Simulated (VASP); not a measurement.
# Se (P1) in VASP: relaxation of the atoms with LDA

Aim: the relaxation of the atoms of Se with LDA.

Program: VASP 6.6.1. These are calculated values, not measurements. Logs are shortened: lines on timing, memory, paths and dates and some standing lists are left out, and cuts for length are marked.

## 1. The cell of the first run

The typed cell holds 3 atoms: a = 4.230 Å, b = 4.295 Å, c = 3.488 Å, α = 91.42°, β = 90.13°, γ = 120.26°.

## 2. Relaxation of the atoms, LDA

Contents of INCAR:

```
SYSTEM = Se
PREC     = Accurate       ! precision mode
ENCUT    = 520            ! plane-wave cutoff, eV
EDIFF    = 1E-7           ! SCF threshold, eV
ISMEAR   = -1             ! smearing method
SIGMA    = 0.0146         ! smearing width, eV
LREAL    = .FALSE.        ! projectors in reciprocal space
LASPH    = .TRUE.         ! aspherical terms in the spheres
NELM     = 100            ! most SCF steps
ALGO     = Fast           ! electronic algorithm
ISIF     = 2              ! what is computed and relaxed
LWAVE    = .FALSE.        ! write WAVECAR
LCHARG   = .FALSE.        ! write CHGCAR
IBRION   = 2              ! ionic algorithm
NSW      = 100            ! ionic steps
EDIFFG   = -0.01          ! ionic threshold
```

Contents of KPOINTS:

```
Automatic mesh
0
Gamma
  5 5 5
  0 0.5 0.5
```

Contents of POSCAR:

```
Se
1.0
   -0.0279474300      4.2295952600      0.0057278200
    3.7245446700     -2.1397498400     -0.0081887600
   -0.1093438300     -0.0040106800     -3.4858928400
Se
3
Direct
    0.3523020000      0.6635900000      0.3515520000
    0.7000670000      0.3538900000      0.6882290000
    0.9801160000      0.0044210000      0.0108930000
```

Potentials or basis: VASP PAW LDA potentials, release 64 (Se).

Command:

```sh
$ cat potpaw_LDA.64/Se/POTCAR > POTCAR
$ mpirun -np 1 vasp_std > vasp.out
```

OUTCAR:

```text
SYSTEM = Se
   PREC = Accurate
   ENCUT = 520
   EDIFF = 1E-7
   ISMEAR = -1
   LREAL = .FALSE.
   LASPH = .TRUE.
   NELM = 100
   ISIF = 2
   IBRION = 2
   NSW = 100
   EDIFFG = -0.01

 ion  position               nearest neighbor table
   1  0.352  0.664  0.352-   3 2.61   2 2.67   3 2.69   2 2.71   2 2.79
   2  0.700  0.354  0.688-   3 2.61   3 2.64   1 2.67   1 2.71   1 2.79
   3  0.980  0.004  0.011-   1 2.61   2 2.61   2 2.64   1 2.69

  LATTYP: Found a triclinic cell.
 ALAT       =     4.2464445234
 B/A-ratio  =     0.9960548046
 C/A-ratio  =     0.8213011209
 COS(alpha) =     0.0022963232
 COS(beta)  =     0.0272791925
 COS(gamma) =     0.4863761901

  Lattice vectors:

 A1 = (   3.6965972400,   2.0898454200,  -0.0024609400)
 A2 = (  -0.0279474300,   4.2295952600,   0.0057278200)
 A3 = (   0.1093438300,   0.0040106800,   3.4858928400)

Analysis of symmetry for initial positions (statically):
=====================================================================
 Subroutine PRICEL returns:
 Original cell was already a primitive cell.

 Routine SETGRP: Setting up the symmetry group for a
 triclinic supercell.

 Subroutine GETGRP returns: Found  1 space group operations
 (whereof  1 operations were pure point group operations)
 out of a pool of  2 trial point group operations.

The static configuration has the point symmetry C_1 .

Analysis of symmetry for dynamics (positions and initial velocities):
=====================================================================
 Subroutine PRICEL returns:
 Original cell was already a primitive cell.

 Routine SETGRP: Setting up the symmetry group for a
 triclinic supercell.

 Subroutine GETGRP returns: Found  1 space group operations
 (whereof  1 operations were pure point group operations)
 out of a pool of  2 trial point group operations.

The dynamic configuration has the point symmetry C_1 .

 Subroutine INISYM returns: Found  1 space group operations
 (whereof  1 operations are pure point group operations),
 and found     1 'primitive' translations

----------------------------------------------------------------------------------------

                                     Primitive cell

  volume of cell :      54.7083

  direct lattice vectors                    reciprocal lattice vectors
    -0.027947430  4.229595260  0.005727820     0.136339621  0.237336279 -0.004549703
     3.724544670 -2.139749840 -0.008188760     0.269500222  0.001792198 -0.008455617
    -0.109343830 -0.004010680 -3.485892840    -0.000409061  0.000385767 -0.286858164

  length of vectors
     4.229691470  4.295442868  3.487609647     0.273747514  0.269638793  0.286858715

  position of ions in fractional coordinates (direct lattice)
     0.352302000  0.663590000  0.351552000
     0.700067000  0.353890000  0.688229000
     0.980116000  0.004421000  0.010893000

  ion indices of the primitive-cell ions
   primitive index   ion index
                 1           1
                 2           2
                 3           3

----------------------------------------------------------------------------------------

 KPOINTS: Automatic mesh

Automatic generation of k-mesh.
 Grid dimensions read from file:
 generate k-points for:    5    5    5

 Generating k-lattice:

  Cartesian coordinates                     Fractional coordinates (reciprocal lattice)
     0.027267924  0.047467256 -0.000909941     0.200000000  0.000000000 -0.000000000
     0.053900044  0.000358440 -0.001691123     0.000000000  0.200000000 -0.000000000
    -0.000081812  0.000077153 -0.057371633     0.000000000  0.000000000  0.200000000

  Length of vectors
     0.054749503  0.053927759  0.057371743

  Shift w.r.t. Gamma in fractional coordinates (k-lattice)
     0.000000000  0.500000000  0.500000000

 Subroutine IBZKPT returns following result:
 ===========================================

 Found     63 irreducible k-points:

 Following reciprocal coordinates:
            Coordinates               Weight
 -0.000000  0.100000  0.100000      2.000000
  0.200000  0.100000  0.100000      2.000000
  0.400000  0.100000  0.100000      2.000000
 -0.400000  0.100000  0.100000      2.000000
 -0.200000  0.100000  0.100000      2.000000
 -0.000000  0.300000  0.100000      2.000000
[... 16 lines left out ...]
  0.400000 -0.100000  0.100000      2.000000
 -0.400000 -0.100000  0.100000      2.000000
 [... further k-points ...]
   k-points           NKPTS =     63   k-points in BZ     NKDIM =     63   number of bands    NBANDS=     13
   number of dos      NEDOS =    301   number of ions     NIONS =      3
   total plane-waves  NPLWV =  28672
   dimension x,y,z NGX =    32 NGY =   32 NGZ =   28
   dimension x,y,z NGXF=    64 NGYF=   64 NGZF=   56
   ions per type =               3
   NGX,Y,Z   is equivalent  to a cutoff of  12.58, 12.38, 13.35 a.u.
   NGXF,Y,Z  is equivalent  to a cutoff of  25.15, 24.77, 26.69 a.u.
 SYSTEM =  Se
   PREC   = accura    normal or accurate (medium, high low for compatibility)
   ISTART =      0    job   : 0-new  1-cont  2-samecut
   ICHARG =      2    charge: 1-file 2-atom 10-const
   ISPIN  =      1    spin polarized calculation?
   LNONCOLLINEAR =      F non collinear calculations
   LSORBIT =      F    spin-orbit coupling
   LASPH  =      T    aspherical Exc in radial PAW
   ENCUT  =  520.0 eV  38.22 Ry    6.18 a.u.   7.86  7.99  6.48*2*pi/ulx,y,z
   NELM   =    100;   NELMIN=  2; NELMDL= -5     # of ELM steps
   EDIFF  = 0.1E-06   stopping-criterion for ELM
   LREAL  =      F    real-space projection
   EDIFFG = -.1E-01   stopping-criterion for IOM
   NSW    =    100    number of steps for IOM
   IBRION =      2    ionic relax: 0-MD 1-quasi-New 2-CG
   NFREE  =      1    steps in history (QN), initial steepest desc. (CG)
   ISIF   =      2    stress and relaxation
   ISYM   =      2    0-nonsym 1-usesym 2-fastsym
   POTIM  = 0.5000    time-step for ionic-motion
   TEBEG  =    0.0;   TEEND  =   0.0 temperature during run
   PSTRESS=    0.0 pullay stress
   NELECT =      18.0000    total number of electrons
   NUPDOWN=      -1.0000    fix difference up-down
   EMIN   =  10.00;   EMAX   =-10.00  energy-range for DOS
   EFERMI =   0.00;   METHOD = LEGACY
   ISMEAR =    -1;   SIGMA  =   0.01  broadening in eV -4-tet -1-fermi 0-gaus
   EFERMI_NEDOS =   21; number of points for ismear=-14 and -15
   IALGO  =     68    algorithm
   IMIX   =      4    mixing-type and parameters
     AMIX     =   0.40;   BMIX     =  1.00
     AMIX_MAG =   1.60;   BMIX_MAG =  1.00
  volume/ion in A,a.u.               =      18.24       123.06
  Fermi-wavevector in a.u.,A,eV,Ry     =   1.130181  2.135732 17.378844  1.277309
  Thomas-Fermi vector in A             =   2.266877
   LORBIT       =      0    0 simple, 1 ext, 2 COOP (PROOUT), +10 PAW based schemes
   GGA     = CA    functional components
   LHFCALC =     F    Hartree Fock is set to
   AEXX    =    0.0000 exact exchange contribution
   IVDW    =     0    specifies the selected vdW correction
   LEPSILON=     F    determine dielectric tensor
   LRPA    =     F    only Hartree local field effects (RPA)
 conjugate gradient relaxation of ions
 non-spin polarized calculation
 RMM-DIIS sequential band-by-band and
  energy-cutoff  :      520.00
  volume of cell :       54.71
 maximum number of plane-waves:      1489
   NGX = 15   NGY = 15   NGZ = 13

--------------------------------------- Ionic step        1  -------------------------------------------

 number of electron      18.0000002 magnetization

 Free energy of the ion-electron system (eV)
  ---------------------------------------------------
  ext. energy  EPLUGINS =         0.00000000
  ---------------------------------------------------
  free energy    TOTEN  =       -11.72431813 eV

  energy without entropy =      -11.72285169  energy(sigma->0) =      -11.72358491

------------------------ aborting loop because EDIFF is reached ----------------------------------------

  FORCE on cell =-STRESS in cart. coord.  units (eV):
  Direction    XX          YY          ZZ          XY          YZ          ZX
  --------------------------------------------------------------------------------------
  -------------------------------------------------------------------------------------
  Total        2.4025459      2.2600594      4.8374303      0.2325660      0.0089467     -0.3638957
  in kB       70.3605524     66.1877167    141.6681644      6.8108895      0.2620107    -10.6569863
  external PRESSURE =      92.7388112 kB  Pullay stress =       0.0000000 kB
[... 281 lines left out ...]
  energy  without entropy=      -11.7666563251  energy(sigma->0) =      -11.76711965

--------------------------------------- Ionic step        9  -------------------------------------------

 number of electron      18.0000000 magnetization

 Free energy of the ion-electron system (eV)
  ---------------------------------------------------
  ext. energy  EPLUGINS =         0.00000000
  ---------------------------------------------------
  free energy    TOTEN  =       -11.76760195 eV

  energy without entropy =      -11.76670473  energy(sigma->0) =      -11.76715334

 E-fermi :   7.0880     XC(G=0): -11.1995

 val. band max:        7.0723900065   @ k =   0.2000  -0.1000   0.1000
 cond. band min:       7.1287749835   @ k =   0.2000   0.5000   0.5000
 fundamental gap:      0.0563849770
 Fermi energy:         7.0880101973

 k-point     1 :      -0.0000    0.1000    0.1000
  band No.  band energies     occupation
      1     -10.1561      2.00000
      2      -4.8177      2.00000
      3      -3.9904      2.00000
      4       1.4958      2.00000
      5       1.6749      2.00000
      6       2.9014      2.00000
      7       3.2434      2.00000
      8       4.5980      2.00000
      9       5.8716      2.00000
     10       7.9845      0.00000
     11       9.7256      0.00000
     12      10.3923      0.00000
     13      13.6392      0.00000
[... 353 lines left out ...]
 k-point    24 :      -0.4000   -0.1000    0.1000
  band No.  band energies     occupation
      1      -8.2876      2.00000
      2      -7.2926      2.00000
      3      -5.4081      2.00000
      4       0.1556      2.00000
      5       3.1839      2.00000
      6       3.8018      2.00000
      7       4.2186      2.00000
      8       5.3343      2.00000
      9       7.6836      0.00000
     10       7.8123      0.00000
     11       9.7936      0.00000
     12      10.9025      0.00000
     13      12.0679      0.00000

 [... further k-points ...]
[... 5 lines left out ...]
  --------------------------------------------------------------------------------------
  -------------------------------------------------------------------------------------
  Total        2.0944656      1.4936635      4.5656520     -0.0268039     -0.2421648     -0.3873376
  in kB       61.3381641     43.7431745    133.7089108     -0.7849746     -7.0919978    -11.3435038
  external PRESSURE =      79.5967498 kB  Pullay stress =       0.0000000 kB
[... 18 lines left out ...]
  FREE ENERGIE OF THE ION-ELECTRON SYSTEM (eV)
  ---------------------------------------------------
  free  energy   TOTEN  =       -11.7676019497 eV

  energy  without entropy=      -11.7667047343  energy(sigma->0) =      -11.76715334

 reached required accuracy - stopping structural energy minimisation
```

Wall time 99 s (1 thread of Intel Xeon Platinum 8488C (Sapphire Rapids), shared host); peak memory 0.16 GiB.

What came out:

```
Free energy                  : -11.7676 eV
Energy gained by relaxing    : 14.4 meV/atom
Ionic steps                  : 9
Pressure after relaxing      : 8.0 GPa
Largest force after relaxing : 0.008 eV/Å
Band gap on the k mesh       : zero (bands 9 and 10 overlap by 3.64 eV)
```

Forces on the atoms (eV/Å):
```
Se   0.004  0.005  0.006
Se   0.001 -0.002 -0.002
Se  -0.005 -0.002 -0.004
```

Stress tensor (GPa, compression positive):
```
 6.13 -0.08 -1.13
-0.08  4.37 -0.71
-1.13 -0.71 13.37
```

Step by step:
```
step  energy change (eV)  largest force (eV/Å)  pressure (GPa)
   1              0.0000                0.4200            9.27
   2             -0.0172                0.3286            8.84
   3             -0.0382                0.1480            8.17
   4             -0.0398                0.1373            8.05
   5             -0.0420                0.0831            7.99
   6             -0.0432                0.0173            7.94
   7             -0.0432                0.0171            7.94
   8             -0.0433                0.0104            7.95
   9             -0.0433                0.0085            7.96
```

Final structure:
```yaml
crystal:
  lattice:
    - [-0.02795, 4.22960, 0.00573]
    - [3.72454, -2.13975, -0.00819]
    - [-0.10934, -0.00401, -3.48589]
  atoms:
    - { symbol: Se, position: [0.34800, 0.67207, 0.34647] }
    - { symbol: Se, position: [0.67907, 0.34015, 0.68268] }
    - { symbol: Se, position: [0.00541, 0.00967, 0.02152] }
```

Caveat: the k points lie up to 0.36 Å⁻¹ apart, too coarse for converged energies and pressures of a metal.
